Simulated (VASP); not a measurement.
# NaF (Fm-3m) in VASP: a series of runs

Runs on NaF. Level: r2SCAN. Tasks: single point.

All numbers are computed with VASP 6.6.1; they aren't measurements. Logs are shortened: lines on timing, memory, paths and dates and some standing lists are left out, and cuts for length are marked.

## (1) The cell of the first run

The structure is cubic, space group Fm-3m (No. 225). The conventional cell has a = 4.716 Å, b = 4.716 Å, c = 4.716 Å, α = 90.00°, β = 90.00°, γ = 90.00°. Within 3.1 Å of Na (site symmetry m-3m) lie 6 F at 2.36 Å. Within 3.1 Å of F (site symmetry m-3m) lie 6 Na at 2.36 Å.

## (2) Single point, r2SCAN (strain +0.015 along x and y, +0.015 along z)

Input file POSCAR:

```
NaF
1.0
    0.0000000000      2.3581495000      2.3581495000
    2.3581495000      0.0000000000      2.3581495000
    2.3581495000      2.3581495000      0.0000000000
Na F
1 1
Direct
    0.0000000000      0.0000000000      0.0000000000
    0.5000000000      0.5000000000      0.5000000000
```

Input file INCAR.step1:

```
  PREC = Accurate
  ENCUT = 520
  ISMEAR = 0
  SIGMA = 0.05
  LREAL = F
  LASPH = T
  NELM = 80
  NBANDS = 14
  GGA = PE
  ALGO = Normal
  EDIFF = 1E-4
  LWAVE = T
  LCHARG = F
```

Input file INCAR.step2:

```
  PREC = Accurate
  ENCUT = 520
  EDIFF = 1E-6
  ISMEAR = 0
  SIGMA = 0.05
  LREAL = F
  LASPH = T
  NELM = 80
  ALGO = Normal
  ISIF = 2
  LWAVE = F
  LCHARG = F
  METAGGA = R2SCAN
  LMIXTAU = T
  NBANDS = 14
  ISTART = 1
```

Input file KPOINTS:

```
regular mesh
0
Gamma
  8 8 8
```

Potentials or basis: VASP PAW PBE potentials, release 64 (Na_pv, F).

Launch:

```sh
> cat potpaw_PBE.64/Na_pv/POTCAR potpaw_PBE.64/F/POTCAR > POTCAR
> cp INCAR.step1 INCAR
> mpirun -np 1 vasp_std > vasp.out
> cp INCAR.step2 INCAR
> mpirun -np 1 vasp_std > vasp.out
```

OUTCAR:

```text
PREC = Accurate
   ENCUT = 520
   EDIFF = 1E-6
   ISMEAR = 0
   LREAL = F
   LASPH = T
   NELM = 80
   ISIF = 2
   METAGGA = R2SCAN
   ISTART = 1

 ion  position               nearest neighbor table
   1  0.000  0.000  0.000-
   2  0.500  0.500  0.500-

  LATTYP: Found a face centered cubic cell.
 ALAT       =     4.7162990000

  Lattice vectors:

 A1 = (   0.0000000000,   2.3581495000,   2.3581495000)
 A2 = (   2.3581495000,   0.0000000000,   2.3581495000)
 A3 = (   2.3581495000,   2.3581495000,   0.0000000000)

Analysis of symmetry for initial positions (statically):
=====================================================================
 Subroutine PRICEL returns:
 Original cell was already a primitive cell.

 Routine SETGRP: Setting up the symmetry group for a
 face centered cubic supercell.

 Subroutine GETGRP returns: Found 48 space group operations
 (whereof 48 operations were pure point group operations)
 out of a pool of 48 trial point group operations.

The static configuration has the point symmetry O_h .

Analysis of symmetry for dynamics (positions and initial velocities):
=====================================================================
 Subroutine PRICEL returns:
 Original cell was already a primitive cell.

 Routine SETGRP: Setting up the symmetry group for a
 face centered cubic supercell.

 Subroutine GETGRP returns: Found 48 space group operations
 (whereof 48 operations were pure point group operations)
 out of a pool of 48 trial point group operations.

The dynamic configuration has the point symmetry O_h .

 Subroutine INISYM returns: Found 48 space group operations
 (whereof 48 operations are pure point group operations),
 and found     1 'primitive' translations

----------------------------------------------------------------------------------------

                                     Primitive cell

  volume of cell :      26.2267

  direct lattice vectors                    reciprocal lattice vectors
     0.000000000  2.358149500  2.358149500    -0.212030662  0.212030662  0.212030662
     2.358149500  0.000000000  2.358149500     0.212030662 -0.212030662  0.212030662
     2.358149500  2.358149500  0.000000000     0.212030662  0.212030662 -0.212030662

  length of vectors
     3.334927005  3.334927005  3.334927005     0.367247880  0.367247880  0.367247880

  position of ions in fractional coordinates (direct lattice)
     0.000000000  0.000000000  0.000000000
     0.500000000  0.500000000  0.500000000

  ion indices of the primitive-cell ions
   primitive index   ion index
                 1           1
                 2           2

----------------------------------------------------------------------------------------

 KPOINTS: regular mesh

Automatic generation of k-mesh.
 Grid dimensions read from file:
 generate k-points for:    8    8    8

 Generating k-lattice:

  Cartesian coordinates                     Fractional coordinates (reciprocal lattice)
    -0.026503833  0.026503833  0.026503833     0.125000000  0.000000000  0.000000000
     0.026503833 -0.026503833  0.026503833     0.000000000  0.125000000  0.000000000
     0.026503833  0.026503833 -0.026503833     0.000000000  0.000000000  0.125000000

  Length of vectors
     0.045905985  0.045905985  0.045905985

  Shift w.r.t. Gamma in fractional coordinates (k-lattice)
     0.000000000  0.000000000  0.000000000

 Subroutine IBZKPT returns following result:
 ===========================================

 Found     29 irreducible k-points:

 Following reciprocal coordinates:
            Coordinates               Weight
  0.000000  0.000000  0.000000      1.000000
  0.125000  0.000000  0.000000      8.000000
  0.250000  0.000000  0.000000      8.000000
  0.375000  0.000000  0.000000      8.000000
  0.500000  0.000000  0.000000      4.000000
  0.125000  0.125000  0.000000      6.000000
[... 16 lines left out ...]
  0.500000  0.250000  0.125000     48.000000
 -0.375000  0.250000  0.125000     24.000000
 [... further k-points ...]
   k-points           NKPTS =     29   k-points in BZ     NKDIM =     29   number of bands    NBANDS=     14
   number of dos      NEDOS =    301   number of ions     NIONS =      2
   total plane-waves  NPLWV =  21952
   dimension x,y,z NGX =    28 NGY =   28 NGZ =   28
   dimension x,y,z NGXF=    56 NGYF=   56 NGZF=   56
   ions per type =               1   1
   NGX,Y,Z   is equivalent  to a cutoff of  13.96, 13.96, 13.96 a.u.
   NGXF,Y,Z  is equivalent  to a cutoff of  27.92, 27.92, 27.92 a.u.
 SYSTEM =  unknown system
   PREC   = accura    normal or accurate (medium, high low for compatibility)
   ISTART =      1    job   : 0-new  1-cont  2-samecut
   ICHARG =      0    charge: 1-file 2-atom 10-const
   ISPIN  =      1    spin polarized calculation?
   LNONCOLLINEAR =      F non collinear calculations
   LSORBIT =      F    spin-orbit coupling
   LASPH  =      T    aspherical Exc in radial PAW
   ENCUT  =  520.0 eV  38.22 Ry    6.18 a.u.   6.20  6.20  6.20*2*pi/ulx,y,z
   NELM   =     80;   NELMIN=  2; NELMDL=  0     # of ELM steps
   EDIFF  = 0.1E-05   stopping-criterion for ELM
   LREAL  =      F    real-space projection
   EDIFFG = 0.1E-04   stopping-criterion for IOM
   NSW    =      0    number of steps for IOM
   IBRION =     -1    ionic relax: 0-MD 1-quasi-New 2-CG
   NFREE  =      0    steps in history (QN), initial steepest desc. (CG)
   ISIF   =      2    stress and relaxation
   ISYM   =      2    0-nonsym 1-usesym 2-fastsym
   POTIM  = 0.5000    time-step for ionic-motion
   TEBEG  =    0.0;   TEEND  =   0.0 temperature during run
   PSTRESS=    0.0 pullay stress
   NELECT =      14.0000    total number of electrons
   NUPDOWN=      -1.0000    fix difference up-down
   EMIN   =  10.00;   EMAX   =-10.00  energy-range for DOS
   EFERMI =   0.00;   METHOD = LEGACY
   ISMEAR =     0;   SIGMA  =   0.05  broadening in eV -4-tet -1-fermi 0-gaus
   EFERMI_NEDOS =   21; number of points for ismear=-14 and -15
   IALGO  =     38    algorithm
   IMIX   =      4    mixing-type and parameters
     AMIX     =   0.40;   BMIX     =  1.00
     AMIX_MAG =   1.60;   BMIX_MAG =  1.00
  volume/ion in A,a.u.               =      13.11        88.49
  Fermi-wavevector in a.u.,A,eV,Ry     =   1.328015  2.509584 23.995544  1.763623
  Thomas-Fermi vector in A             =   2.457284
   LORBIT       =      0    0 simple, 1 ext, 2 COOP (PROOUT), +10 PAW based schemes
   METAGGA = R2SCAN    functional components
   LHFCALC =     F    Hartree Fock is set to
   AEXX    =    0.0000 exact exchange contribution
   IVDW    =     0    specifies the selected vdW correction
   LEPSILON=     F    determine dielectric tensor
   LRPA    =     F    only Hartree local field effects (RPA)
 non-spin polarized calculation
 Gauss-broadening in eV      SIGMA  =   0.05
  energy-cutoff  :      520.00
  volume of cell :       26.23
 maximum number of plane-waves:       725
 NGX is ok and might be reduce to    28
   NGX = 13   NGY = 13   NGZ = 13

 number of electron      13.9999997 magnetization

 Free energy of the ion-electron system (eV)
  ---------------------------------------------------
  ext. energy  EPLUGINS =         0.00000000
  ---------------------------------------------------
  free energy    TOTEN  =       -12.57434556 eV

  energy without entropy =      -12.57434556  energy(sigma->0) =      -12.57434556

 E-fermi :  -2.6708     XC(G=0):  -9.4955

 val. band max:       -2.9350643529   @ k =   0.0000   0.0000   0.0000
 cond. band min:       3.9475204159   @ k =   0.0000   0.0000   0.0000
 fundamental gap:      6.8825847688
 Fermi energy:        -2.6707771448

 k-point     1 :       0.0000    0.0000    0.0000
  band No.  band energies     occupation
      1     -23.1496      2.00000
      2     -22.5994      2.00000
      3     -22.5990      2.00000
      4     -22.5990      2.00000
      5      -2.9351      2.00000
      6      -2.9351      2.00000
      7      -2.9351      2.00000
      8       3.9475      0.00000
      9      16.4654      0.00000
     10      16.4654      0.00000
     11      16.4654      0.00000
     12      18.9821      0.00000
     13      21.5682      0.00000
     14      21.5682      0.00000

 k-point     2 :       0.1250    0.0000    0.0000
  band No.  band energies     occupation
      1     -23.2436      2.00000
      2     -22.6008      2.00000
      3     -22.6004      2.00000
      4     -22.4879      2.00000
      5      -3.1962      2.00000
      6      -2.9706      2.00000
      7      -2.9706      2.00000
      8       4.4682      0.00000
      9      14.7096      0.00000
     10      16.7129      0.00000
     11      16.7131      0.00000
     12      20.9784      0.00000
     13      21.0677      0.00000
     14      21.0678      0.00000

 k-point     3 :       0.2500    0.0000    0.0000
  band No.  band energies     occupation
      1     -23.3985      2.00000
      2     -22.6042      2.00000
      3     -22.6038      2.00000
      4     -22.2923      2.00000
      5      -3.7389      2.00000
      6      -3.0553      2.00000
      7      -3.0552      2.00000
      8       5.7522      0.00000
      9      12.6611      0.00000
     10      17.2983      0.00000
     11      17.2987      0.00000
     12      20.4013      0.00000
     13      20.4014      0.00000
     14      21.8903      0.00000

 k-point     4 :       0.3750    0.0000    0.0000
  band No.  band energies     occupation
      1     -23.5111      2.00000
      2     -22.6075      2.00000
      3     -22.6072      2.00000
      4     -22.1388      2.00000
      5      -4.2004      2.00000
      6      -3.1385      2.00000
      7      -3.1384      2.00000
      8       7.3085      0.00000
      9      11.0151      0.00000
     10      17.7705      0.00000
     11      17.7714      0.00000
     12      20.2281      0.00000
     13      20.2287      0.00000
     14      21.3975      0.00000

 k-point     5 :       0.5000    0.0000    0.0000
  band No.  band energies     occupation
      1     -23.5511      2.00000
      2     -22.6089      2.00000
      3     -22.6086      2.00000
      4     -22.0820      2.00000
      5      -4.3750      2.00000
      6      -3.1725      2.00000
      7      -3.1724      2.00000
      8       8.3533      0.00000
      9      10.0225      0.00000
     10      17.8890      0.00000
     11      17.8901      0.00000
[... 276 lines left out ...]
 k-point    22 :       0.3750    0.2500    0.1250
  band No.  band energies     occupation
      1     -23.3754      2.00000
      2     -22.6277      2.00000
      3     -22.6102      2.00000
      4     -22.2832      2.00000
      5      -3.8686      2.00000
      6      -3.2316      2.00000
      7      -3.1328      2.00000
      8       6.7606      0.00000
      9      12.0705      0.00000
     10      16.0350      0.00000
     11      17.6155      0.00000
     12      17.9692      0.00000
     13      21.8281      0.00000
     14      24.7516      0.00000

 k-point    23 :       0.5000    0.2500    0.1250
  band No.  band energies     occupation
      1     -23.4008      2.00000
      2     -22.6393      2.00000
      3     -22.6179      2.00000
      4     -22.2255      2.00000
      5      -4.0583      2.00000
      6      -3.3978      2.00000
      7      -3.2128      2.00000
      8       8.2228      0.00000
      9      11.1098      0.00000
     10      15.1745      0.00000
     11      16.9000      0.00000
     12      19.0909      0.00000
     13      21.1236      0.00000
     14      25.1816      0.00000

 k-point    24 :      -0.3750    0.2500    0.1250
  band No.  band energies     occupation
      1     -23.4104      2.00000
      2     -22.6417      2.00000
      3     -22.6237      2.00000
      4     -22.2029      2.00000
      5      -4.1259      2.00000
      6      -3.4693      2.00000
      7      -3.2483      2.00000
      8       9.3338      0.00000
      9      10.2695      0.00000
     10      14.8795      0.00000
     11      16.5767      0.00000
     12      19.7012      0.00000
     13      20.6759      0.00000
     14      25.4200      0.00000

 [... further k-points ...]

------------------------ aborting loop because EDIFF is reached ----------------------------------------

  FORCE on cell =-STRESS in cart. coord.  units (eV):
  Direction    XX          YY          ZZ          XY          YZ          ZX
  --------------------------------------------------------------------------------------
  -------------------------------------------------------------------------------------
  Total       -0.6618110     -0.6618110     -0.6618110      0.0000000      0.0000000      0.0000000
  in kB      -40.4297012    -40.4297012    -40.4297012      0.0000000      0.0000000      0.0000000
  external PRESSURE =     -40.4297012 kB  Pullay stress =       0.0000000 kB

 VOLUME and BASIS-vectors are now :
 -----------------------------------------------------------------------------
  energy-cutoff  :      520.00
  volume of cell :       26.23
      direct lattice vectors                 reciprocal lattice vectors
     0.000000000  2.358149500  2.358149500    -0.212030662  0.212030662  0.212030662
     2.358149500  0.000000000  2.358149500     0.212030662 -0.212030662  0.212030662
     2.358149500  2.358149500  0.000000000     0.212030662  0.212030662 -0.212030662

 POSITION                                       TOTAL-FORCE (eV/Angst)
 -----------------------------------------------------------------------------------
      0.00000      0.00000      0.00000        -0.000000      0.000000      0.000000
      2.35815      2.35815      2.35815         0.000000     -0.000000     -0.000000
 -----------------------------------------------------------------------------------
    total drift:                                0.000000      0.000000      0.000000

  FREE ENERGIE OF THE ION-ELECTRON SYSTEM (eV)
  ---------------------------------------------------
  free  energy   TOTEN  =       -12.5743455591 eV

  energy  without entropy=      -12.5743455591  energy(sigma->0) =      -12.57434556
```

Run time: 27 s. Hardware: 1 thread of Intel Xeon 6975P-C (Granite Rapids), shared host; peak memory 0.15 GiB.

What came out:

```
Free energy            : -12.5743 eV
Pressure               : -4.0 GPa
Band gap on the k mesh : 6.88 eV, direct
```

Caveat: the cell differs from its parent crystal (strain +0.015 along x and y, +0.015 along z); the PAW data sets were made with another functional, which shifts forces and pressure a little.

## (3) Single point, r2SCAN (strain +0.030 along x and y, +0.030 along z)

Input file POSCAR:

```
NaF
1.0
    0.0000000000      2.3929990000      2.3929990000
    2.3929990000      0.0000000000      2.3929990000
    2.3929990000      2.3929990000      0.0000000000
Na F
1 1
Direct
    0.0000000000      0.0000000000      0.0000000000
    0.5000000000      0.5000000000      0.5000000000
```

Input file INCAR.step1:

```
SYSTEM = NaF
PREC     = Accurate       ! precision mode
ENCUT    = 520            ! plane-wave cutoff, eV
ISMEAR   = 0              ! smearing method
SIGMA    = 0.05           ! smearing width, eV
LREAL    = .False.        ! projectors in reciprocal space
LASPH    = .True.         ! aspherical terms in the spheres
NELM     = 60             ! most SCF steps
NBANDS   = 14             ! bands
GGA      = PE             ! functional
ALGO     = Normal         ! electronic algorithm
EDIFF    = 1E-4           ! SCF threshold, eV
LWAVE    = .True.         ! write WAVECAR
LCHARG   = .False.        ! write CHGCAR
```

Input file INCAR.step2:

```
SYSTEM = NaF
PREC     = Accurate       ! precision mode
ENCUT    = 520            ! plane-wave cutoff, eV
EDIFF    = 1E-6           ! SCF threshold, eV
ISMEAR   = 0              ! smearing method
SIGMA    = 0.05           ! smearing width, eV
LREAL    = .False.        ! projectors in reciprocal space
LASPH    = .True.         ! aspherical terms in the spheres
NELM     = 60             ! most SCF steps
ALGO     = Normal         ! electronic algorithm
ISIF     = 2              ! what is computed and relaxed
LWAVE    = .False.        ! write WAVECAR
LCHARG   = .True.         ! write CHGCAR
METAGGA  = R2SCAN         ! meta-GGA
LMIXTAU  = .True.       
LELF     = .True.         ! ELF
LVHAR    = .True.       
NBANDS   = 14             ! bands
ISTART   = 1
```

Input file KPOINTS:

```
Automatic mesh
0
Gamma
  8 8 8
  0 0 0
```

Potentials or basis: VASP PAW PBE potentials, release 64 (Na_pv, F).

Launch:

```sh
> cat potpaw_PBE.64/Na_pv/POTCAR potpaw_PBE.64/F/POTCAR > POTCAR
> cp INCAR.step1 INCAR
> mpirun -np 1 vasp_std > vasp.out
> cp INCAR.step2 INCAR
> mpirun -np 1 vasp_std > vasp.out
```

It took 25 s on 1 thread of Intel Xeon 6975P-C (Granite Rapids), shared host; peak memory 0.15 GiB.

The run converged. Its results:

| Item | Value |
| --- | --- |
| Free energy | -12.5396 eV |
| Pressure | -5.7 GPa |
| Band gap on the k mesh | 6.66 eV, direct |

Levels at points of the mesh, in eV from the valence-band top:
```tsv
k point	band 5	band 6	band 7	band 8	band 9	band 10
(0.00, 0.00, 0.00)	0.00	0.00	0.00	6.66	19.08	19.08
(0.50, 0.00, 0.00)	-1.35	-0.22	-0.22	11.02	12.59	20.35
(0.50, 0.50, 0.00)	-1.12	-0.36	-0.36	13.24	13.55	13.90
```

Caveat: the cell differs from its parent crystal (strain +0.030 along x and y, +0.030 along z); the PAW data sets were made with another functional, which shifts forces and pressure a little.
